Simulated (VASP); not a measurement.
# W (Im-3m) in VASP: notebook

Aim: see how the results for W move with the level of theory and the settings. Levels: r2SCAN, PBE, BLYP. Tasks: single point.

Everything below comes from runs of VASP 6.6.1. Logs are shortened: lines on timing, memory, paths and dates and some standing lists are left out, and cuts for length are marked.

## (1) The cell of the first run

It takes space group Im-3m (No. 229, cubic). Conventional cell: a = 3.170 Å, b = 3.170 Å, c = 3.170 Å, α = 90.00°, β = 90.00°, γ = 90.00°. Within 3.6 Å of W (site symmetry m-3m) lie 14 W at 2.75 to 3.17 Å.

## (2) Single point, r2SCAN

POSCAR reads:

```
W
1.0
   -1.5851577801      1.5851577801      1.5851577801
    1.5851577801     -1.5851577801      1.5851577801
    1.5851577801      1.5851577801     -1.5851577801
W
1
Direct
    0.0000000000      0.0000000000      0.0000000000
```

INCAR.step1 reads:

```
SYSTEM = W
PREC = Accurate
ENCUT = 520
ISMEAR = 0
SIGMA = 0.1
LREAL = .False.
LASPH = .True.
NELM = 80
NBANDS = 13
GGA = PE
ALGO = Normal
EDIFF = 1E-4
LWAVE = .True.
LCHARG = .False.
```

INCAR.step2 reads:

```
SYSTEM = W
PREC = Accurate
ENCUT = 520
EDIFF = 1E-6
ISMEAR = 0
SIGMA = 0.1
LREAL = .False.
LASPH = .True.
NELM = 80
ALGO = Normal
ISIF = 2
LWAVE = .False.
LCHARG = .False.
METAGGA = R2SCAN
LMIXTAU = .True.
NBANDS = 13
ISTART = 1
```

KPOINTS reads:

```
Automatic mesh
0
Gamma
  6 6 6
  0 0 0
```

Potentials or basis: VASP PAW PBE potentials, release 64 (W_sv).

On the command line:

```
$ cat potpaw_PBE.64/W_sv/POTCAR > POTCAR
$ cp INCAR.step1 INCAR
$ mpirun -np 1 vasp_std > vasp.out
$ cp INCAR.step2 INCAR
$ mpirun -np 1 vasp_std > vasp.out
```

OUTCAR:

```text
SYSTEM = W
   PREC = Accurate
   ENCUT = 520
   EDIFF = 1E-6
   ISMEAR = 0
   LREAL = .False.
   LASPH = .True.
   NELM = 80
   ISIF = 2
   METAGGA = R2SCAN
   ISTART = 1

 ion  position               nearest neighbor table
   1  0.000  0.000  0.000-

  LATTYP: Found a body centered cubic cell.
 ALAT       =     3.1703155602

  Lattice vectors:

 A1 = (  -1.5851577801,   1.5851577801,   1.5851577801)
 A2 = (   1.5851577801,  -1.5851577801,   1.5851577801)
 A3 = (   1.5851577801,   1.5851577801,  -1.5851577801)

Analysis of symmetry for initial positions (statically):
=====================================================================
 Subroutine PRICEL returns:
 Original cell was already a primitive cell.

 Routine SETGRP: Setting up the symmetry group for a
 body centered cubic supercell.

 Subroutine GETGRP returns: Found 48 space group operations
 (whereof 48 operations were pure point group operations)
 out of a pool of 48 trial point group operations.

The static configuration has the point symmetry O_h .

Analysis of symmetry for dynamics (positions and initial velocities):
=====================================================================
 Subroutine PRICEL returns:
 Original cell was already a primitive cell.

 Routine SETGRP: Setting up the symmetry group for a
 body centered cubic supercell.

 Subroutine GETGRP returns: Found 48 space group operations
 (whereof 48 operations were pure point group operations)
 out of a pool of 48 trial point group operations.

The dynamic configuration has the point symmetry O_h .

 Subroutine INISYM returns: Found 48 space group operations
 (whereof 48 operations are pure point group operations),
 and found     1 'primitive' translations

----------------------------------------------------------------------------------------

                                     Primitive cell

  volume of cell :      15.9323

  direct lattice vectors                    reciprocal lattice vectors
    -1.585157780  1.585157780  1.585157780     0.000000000  0.315426014  0.315426014
     1.585157780 -1.585157780  1.585157780     0.315426014  0.000000000  0.315426014
     1.585157780  1.585157780 -1.585157780     0.315426014  0.315426014  0.000000000

  length of vectors
     2.745573813  2.745573813  2.745573813     0.446079747  0.446079747  0.446079747

  position of ions in fractional coordinates (direct lattice)
     0.000000000  0.000000000  0.000000000

  ion indices of the primitive-cell ions
   primitive index   ion index
                 1           1

----------------------------------------------------------------------------------------

 KPOINTS: Automatic mesh

Automatic generation of k-mesh.
 Grid dimensions read from file:
 generate k-points for:    6    6    6

 Generating k-lattice:

  Cartesian coordinates                     Fractional coordinates (reciprocal lattice)
     0.000000000  0.052571002  0.052571002     0.166666667  0.000000000  0.000000000
     0.052571002  0.000000000  0.052571002     0.000000000  0.166666667  0.000000000
     0.052571002  0.052571002  0.000000000     0.000000000  0.000000000  0.166666667

  Length of vectors
     0.074346624  0.074346624  0.074346624

  Shift w.r.t. Gamma in fractional coordinates (k-lattice)
     0.000000000  0.000000000  0.000000000

 Subroutine IBZKPT returns following result:
 ===========================================

 Found     16 irreducible k-points:

 Following reciprocal coordinates:
            Coordinates               Weight
  0.000000  0.000000  0.000000      1.000000
  0.166667  0.000000  0.000000     12.000000
  0.333333  0.000000  0.000000     12.000000
  0.500000  0.000000  0.000000      6.000000
  0.166667  0.166667  0.000000     24.000000
  0.333333  0.166667  0.000000     48.000000
[... 8 lines left out ...]
  0.500000  0.500000  0.333333     12.000000
  0.500000  0.500000  0.500000      1.000000
   k-points           NKPTS =     16   k-points in BZ     NKDIM =     16   number of bands    NBANDS=     13
   number of dos      NEDOS =    301   number of ions     NIONS =      1
   total plane-waves  NPLWV =   8000
   dimension x,y,z NGX =    20 NGY =   20 NGZ =   20
   dimension x,y,z NGXF=    40 NGYF=   40 NGZF=   40
   ions per type =               1
   NGX,Y,Z   is equivalent  to a cutoff of  12.11, 12.11, 12.11 a.u.
   NGXF,Y,Z  is equivalent  to a cutoff of  24.22, 24.22, 24.22 a.u.
 SYSTEM =  W
   PREC   = accura    normal or accurate (medium, high low for compatibility)
   ISTART =      1    job   : 0-new  1-cont  2-samecut
   ICHARG =      0    charge: 1-file 2-atom 10-const
   ISPIN  =      1    spin polarized calculation?
   LNONCOLLINEAR =      F non collinear calculations
   LSORBIT =      F    spin-orbit coupling
   LASPH  =      T    aspherical Exc in radial PAW
   ENCUT  =  520.0 eV  38.22 Ry    6.18 a.u.   5.10  5.10  5.10*2*pi/ulx,y,z
   NELM   =     80;   NELMIN=  2; NELMDL=  0     # of ELM steps
   EDIFF  = 0.1E-05   stopping-criterion for ELM
   LREAL  =      F    real-space projection
   EDIFFG = 0.1E-04   stopping-criterion for IOM
   NSW    =      0    number of steps for IOM
   IBRION =     -1    ionic relax: 0-MD 1-quasi-New 2-CG
   NFREE  =      0    steps in history (QN), initial steepest desc. (CG)
   ISIF   =      2    stress and relaxation
   ISYM   =      2    0-nonsym 1-usesym 2-fastsym
   POTIM  = 0.5000    time-step for ionic-motion
   TEBEG  =    0.0;   TEEND  =   0.0 temperature during run
   PSTRESS=    0.0 pullay stress
   NELECT =      14.0000    total number of electrons
   NUPDOWN=      -1.0000    fix difference up-down
   EMIN   =  10.00;   EMAX   =-10.00  energy-range for DOS
   EFERMI =   0.00;   METHOD = LEGACY
   ISMEAR =     0;   SIGMA  =   0.10  broadening in eV -4-tet -1-fermi 0-gaus
   EFERMI_NEDOS =   21; number of points for ismear=-14 and -15
   IALGO  =     38    algorithm
   IMIX   =      4    mixing-type and parameters
     AMIX     =   0.40;   BMIX     =  1.00
     AMIX_MAG =   1.60;   BMIX_MAG =  1.00
  volume/ion in A,a.u.               =      15.93       107.52
  Fermi-wavevector in a.u.,A,eV,Ry     =   1.568044  2.963174 33.453504  2.458763
  Thomas-Fermi vector in A             =   2.670134
   LORBIT       =      0    0 simple, 1 ext, 2 COOP (PROOUT), +10 PAW based schemes
   METAGGA = R2SCAN    functional components
   LHFCALC =     F    Hartree Fock is set to
   AEXX    =    0.0000 exact exchange contribution
   IVDW    =     0    specifies the selected vdW correction
   LEPSILON=     F    determine dielectric tensor
   LRPA    =     F    only Hartree local field effects (RPA)
 non-spin polarized calculation
 Gauss-broadening in eV      SIGMA  =   0.10
  energy-cutoff  :      520.00
  volume of cell :       15.93
 maximum number of plane-waves:       438
   NGX = 11   NGY = 11   NGZ = 11

 number of electron      14.0000003 magnetization

 Free energy of the ion-electron system (eV)
  ---------------------------------------------------
  ext. energy  EPLUGINS =         0.00000000
  ---------------------------------------------------
  free energy    TOTEN  =       -51.39264706 eV

  energy without entropy =      -51.39229762  energy(sigma->0) =      -51.39247234

 E-fermi :  11.4521     XC(G=0): -14.9152

 val. band max:       11.2799256377   @ k =   0.1667   0.0000   0.0000
 cond. band min:      11.6426282052   @ k =  -0.3333   0.3333   0.1667
 fundamental gap:      0.3627025675
 Fermi energy:        11.4521017677

 k-point     1 :       0.0000    0.0000    0.0000
  band No.  band energies     occupation
      1     -64.8404      2.00000
      2     -27.7160      2.00000
      3     -27.7160      2.00000
      4     -27.7160      2.00000
      5       1.1166      2.00000
      6       9.9652      2.00000
      7       9.9652      2.00000
      8       9.9652      2.00000
      9      13.7912      0.00000
     10      13.7912      0.00000
     11      26.4668      0.00000
     12      26.4668      0.00000
     13      26.4668      0.00000

 k-point     2 :       0.1667    0.0000    0.0000
  band No.  band energies     occupation
      1     -64.8035      2.00000
      2     -28.0762      2.00000
      3     -27.8286      2.00000
      4     -27.7178      2.00000
      5       2.4117      2.00000
      6       9.2241      2.00000
      7       9.6403      2.00000
      8      11.2799      1.98511
      9      13.0342      0.00000
     10      13.8297      0.00000
     11      27.2156      0.00000
     12      28.7194      0.00000
     13      28.8041      0.00000

 k-point     3 :       0.3333    0.0000    0.0000
  band No.  band energies     occupation
      1     -64.7292      2.00000
      2     -28.7523      2.00000
      3     -28.0474      2.00000
      4     -27.7217      2.00000
      5       4.5118      2.00000
      6       8.0197      2.00000
      7       9.6390      2.00000
      8      13.4395      0.00000
      9      14.2377      0.00000
     10      14.7451      0.00000
     11      25.1416      0.00000
     12      26.0579      0.00000
     13      33.2522      0.00000
[... 177 lines left out ...]
 k-point    15 :       0.5000    0.5000    0.3333
  band No.  band energies     occupation
      1     -64.6097      2.00000
      2     -28.7663      2.00000
      3     -28.5384      2.00000
      4     -28.4378      2.00000
      5       5.9459      2.00000
      6       6.2547      2.00000
      7      12.5982      0.00000
      8      12.8091      0.00000
      9      16.7876      0.00000
     10      19.4314      0.00000
     11      21.2805      0.00000
     12      23.5715      0.00000
     13      31.6341      0.00000

 k-point    16 :       0.5000    0.5000    0.5000
  band No.  band energies     occupation
      1     -64.5821      2.00000
      2     -28.6611      2.00000
      3     -28.6611      2.00000
      4     -28.6611      2.00000
      5       5.2483      2.00000
      6       5.2483      2.00000
      7      16.5537      0.00000
      8      16.5537      0.00000
      9      16.5537      0.00000
     10      19.7303      0.00000
     11      19.7303      0.00000
     12      19.7303      0.00000
     13      28.5145      0.00000

------------------------ aborting loop because EDIFF is reached ----------------------------------------

  FORCE on cell =-STRESS in cart. coord.  units (eV):
  Direction    XX          YY          ZZ          XY          YZ          ZX
  --------------------------------------------------------------------------------------
  -------------------------------------------------------------------------------------
  Total       -0.1497686     -0.1497686     -0.1497686      0.0000000      0.0000000      0.0000000
  in kB      -15.0610005    -15.0610005    -15.0610005      0.0000000      0.0000000      0.0000000
  external PRESSURE =     -15.0610005 kB  Pullay stress =       0.0000000 kB

 VOLUME and BASIS-vectors are now :
 -----------------------------------------------------------------------------
  energy-cutoff  :      520.00
  volume of cell :       15.93
      direct lattice vectors                 reciprocal lattice vectors
    -1.585157780  1.585157780  1.585157780     0.000000000  0.315426014  0.315426014
     1.585157780 -1.585157780  1.585157780     0.315426014  0.000000000  0.315426014
     1.585157780  1.585157780 -1.585157780     0.315426014  0.315426014  0.000000000

 POSITION                                       TOTAL-FORCE (eV/Angst)
 -----------------------------------------------------------------------------------
      0.00000      0.00000      0.00000        -0.000000      0.000000     -0.000000
 -----------------------------------------------------------------------------------
    total drift:                                0.000000      0.000000      0.000000

  FREE ENERGIE OF THE ION-ELECTRON SYSTEM (eV)
  ---------------------------------------------------
  free  energy   TOTEN  =       -51.3926470589 eV

  energy  without entropy=      -51.3922976174  energy(sigma->0) =      -51.39247234
```

It took 16 s on 1 thread of Intel Xeon Platinum 8259CL at 2.50GHz (Skylake/Cascade Lake), shared host; peak memory 0.12 GiB.

Results:

```
Free energy            : -51.3926 eV
Pressure               : -1.5 GPa
Band gap on the k mesh : zero (band 7 reaches 16.55 eV, above the bottom of band 8 at 9.97 eV)
```

Levels at points of the mesh, in eV from the Fermi level:
```csv
k point,band 3,band 4,band 5,band 6,band 7,band 8,band 9,band 10,band 11,band 12
"(0.00, 0.00, 0.00)",-39.17,-39.17,-10.34,-1.49,-1.49,-1.49,2.34,2.34,15.01,15.01
"(0.50, 0.00, 0.00)",-39.61,-39.18,-6.76,-3.94,0.28,2.18,3.23,6.10,11.37,11.83
"(0.50, 0.50, 0.50)",-40.11,-40.11,-6.20,-6.20,5.10,5.10,5.10,8.28,8.28,8.28
```

Caveat: the k points lie up to 0.47 Å⁻¹ apart; the PAW data sets were made with another functional, which shifts forces and pressure a little; spin-orbit coupling is left out, which moves the levels of the heavy elements.

## (3) Single point, PBE

INCAR reads:

```
SYSTEM = W
ALGO = Normal
EDIFF = 1E-7
ENCUT = 520
GGA = PE
ISIF = 2
ISMEAR = -1
LASPH = .TRUE.
LCHARG = .TRUE.
LELF = .TRUE.
LREAL = .FALSE.
LVHAR = .TRUE.
LWAVE = .FALSE.
NBANDS = 13
NELM = 80
PREC = Accurate
SIGMA = 0.051703999572871064
```

KPOINTS reads:

```
k-points
0
G
  9 9 9
  0 0 0
```

POSCAR is that of step 2.

Potentials or basis: VASP PAW PBE potentials, release 64 (W_sv).

On the command line:

```
$ cat potpaw_PBE.64/W_sv/POTCAR > POTCAR
$ mpirun -np 1 vasp_std > vasp.out
```

Run time: 7.2 s. Hardware: 1 thread of Intel Xeon Platinum 8259CL at 2.50GHz (Skylake/Cascade Lake), shared host; peak memory 0.12 GiB.

Results (log left out):

```
Free energy            : -12.9668 eV
Pressure               : 4.2 GPa
Band gap on the k mesh : zero (band 7 reaches 15.35 eV, above the bottom of band 8 at 10.15 eV)
```

Levels at points of the mesh, in eV from the Fermi level:
| k point | band 4 | band 5 | band 6 | band 7 | band 8 | band 9 | band 10 | band 11 |
| --- | --- | --- | --- | --- | --- | --- | --- | --- |
| (0.00, 0.00, 0.00) | -37.82 | -9.67 | -1.28 | -1.28 | -1.28 | 2.19 | 2.19 | 14.45 |

Caveat: spin-orbit coupling is left out, which moves the levels of the heavy elements.

## (4) Single point, PBE

INCAR reads:

```
SYSTEM = W
PREC = Accurate
ENCUT = 520
EDIFF = 1E-7
ISMEAR = 0
SIGMA = 0.1
LREAL = .False.
LASPH = .True.
NELM = 60
ALGO = Fast
ISIF = 2
LWAVE = .False.
LCHARG = .True.
GGA = PE
LELF = .True.
LVHAR = .True.
ISYM = 0
NBANDS = 13
```

KPOINTS reads:

```
regular mesh
0
Gamma
  7 4 7
  0 0 0
```

POSCAR is that of step 3.

On the command line:

```
$ cat potpaw_PBE.64/W_sv/POTCAR > POTCAR
$ mpirun -np 1 vasp_std > vasp.out
```

It took 18 s on 1 thread of Intel Xeon Platinum 8259CL at 2.50GHz (Skylake/Cascade Lake), shared host; peak memory 0.13 GiB.

The run converged, but its numbers aren't listed here, since they failed a check.

Caveat: the k points lie up to 0.70 Å⁻¹ apart; spin-orbit coupling is left out, which moves the levels of the heavy elements.

## (5) Single point, BLYP

INCAR reads:

```
SYSTEM = W
  PREC = Accurate
  ENCUT = 500
  EDIFF = 1E-6
  ISMEAR = 0
  SIGMA = 0.0066
  LREAL = .FALSE.
  LASPH = .TRUE.
  NELM = 120
  ALGO = Normal
  ISIF = 2
  LWAVE = .FALSE.
  LCHARG = .FALSE.
  GGA = B5
  ALDAX = 1.0
  AGGAX = 1.0
  AGGAC = 1.0
  ALDAC = 0.0
  NBANDS = 13
  GGA_COMPAT = .FALSE.
```

KPOINTS reads:

```
Automatic mesh
0
G
  6 6 6
  0 0 0
```

POSCAR is that of step 4.

On the command line:

```
$ cat potpaw_PBE.64/W_sv/POTCAR > POTCAR
$ mpirun -np 1 vasp_std > vasp.out
```

Wall time 6.5 s (1 thread of Intel Xeon 6975P-C, shared host); peak memory 0.12 GiB.

The run converged. Its results:

```yaml
Free_energy: -11.3019 eV
Pressure: 14.4 GPa
Band_gap_on_the_k_mesh: zero (band 7 reaches 16.98 eV, above the bottom of band 8 at 10.64 eV)
```

Levels at points of the mesh, in eV from the Fermi level:
```tsv
k point	band 4	band 5	band 6	band 7	band 8	band 9	band 10	band 11
(0.00, 0.00, 0.00)	-37.81	-9.63	-1.53	-1.53	-1.53	1.97	1.97	14.46
(0.50, 0.00, 0.00)	-37.81	-6.40	-3.81	0.73	1.84	2.79	5.78	10.77
(0.50, 0.50, 0.50)	-38.71	-5.97	-5.97	4.81	4.81	4.81	8.19	8.19
```

Caveat: the k points lie up to 0.47 Å⁻¹ apart; the PAW data sets were made with another functional, which shifts forces and pressure a little; spin-orbit coupling is left out, which moves the levels of the heavy elements.

## (6) Summary

```csv
level,k mesh,cutoff (eV),smearing,gap on the mesh (eV),pressure (GPa)
r2SCAN,6 × 6 × 6,520,gaussian 0.1 eV,none,-1.5
PBE,9 × 9 × 9,520,fermi-dirac 0.051704 eV,none,4.2
BLYP,6 × 6 × 6,500,gaussian 0.0066 eV,none,14.4
```

Alike in all rows: task single point; potentials or basis VASP PAW PBE potentials, release 64 (W_sv); no spin polarisation; cell as given.

Caveats: some runs use coarse meshes; spin-orbit coupling is left out, which moves the levels of the heavy elements; the PAW data sets were made with another functional, which shifts forces and pressure a little (some runs).

Total energies depend on the potentials used, so only differences within one code and one set of settings carry meaning.
